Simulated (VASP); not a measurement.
Write the native input for VASP 6.6.1 that does the following.

* Task: single point
* Functional: PBEsol
* Potentials or basis: VASP PAW PBE potentials, release 64 (Sn_d, Se)
* Cutoff: 500 eV
* k mesh: 4 × 4 × 4
* Occupations: fermi-dirac, width 0.05 eV
* Spin: no spin polarisation
* Dipole correction: no
* Further INCAR settings: ALGO = Normal; EDIFF = 1e-06; NBANDS = 50

The structure of SnSe lies in POSCAR:

```
SnSe
1.0
   -3.1897971999      2.0962369553      6.3954923748
    0.9859632610     -2.1092349610      5.6697993184
    6.3791535157      4.2183769687    -12.7937649281
Sn Se
4 4
Direct
    0.8868113978      0.9931082057      0.0609766345
    0.1272887285     -0.0197375263     -0.0687386653
    0.8867808388      0.9930790985      0.5609595993
    0.1273024559     -0.0197031050      0.4312760069
    0.6483255319      0.5620570048     -0.0374562972
    0.3657399346      0.4944292041      0.0713023393
    0.6483241899      0.5620350196      0.4625418593
    0.3657423101      0.4944405329      0.5713042268
```

These files were run (other wordings do the same):

INCAR

```
SYSTEM = SnSe
PREC = Accurate
ENCUT = 500
EDIFF = 1E-6
ISMEAR = -1
SIGMA = 0.05
LREAL = .False.
LASPH = .True.
NELM = 120
ALGO = Normal
ISIF = 2
LWAVE = .False.
LCHARG = .True.
GGA = PS
LELF = .True.
LVHAR = .True.
NBANDS = 50
GGA_COMPAT = .False.
```

KPOINTS

```
Automatic mesh
0
Gamma
  4 4 4
  0 0 0
```

Potentials or basis: VASP PAW PBE potentials, release 64 (Sn_d, Se).

Command:

```bash
$ cat potpaw_PBE.64/Sn_d/POTCAR potpaw_PBE.64/Se/POTCAR > POTCAR
$ mpirun -np 1 vasp_std > vasp.out
```

It gave:

```json
{
 "Pressure": "0.1 GPa",
 "Largest force": "0.017 eV/Å",
 "Band gap on the k mesh": "0.48 eV"
}
```

Caveat: the PAW data sets were made with another functional, which shifts forces and pressure a little; spin-orbit coupling is left out, which moves the levels of the heavy elements.

Run time: 24 min on 1 thread of Intel Xeon 8259CL (shared host), peak memory 0.76 GiB.
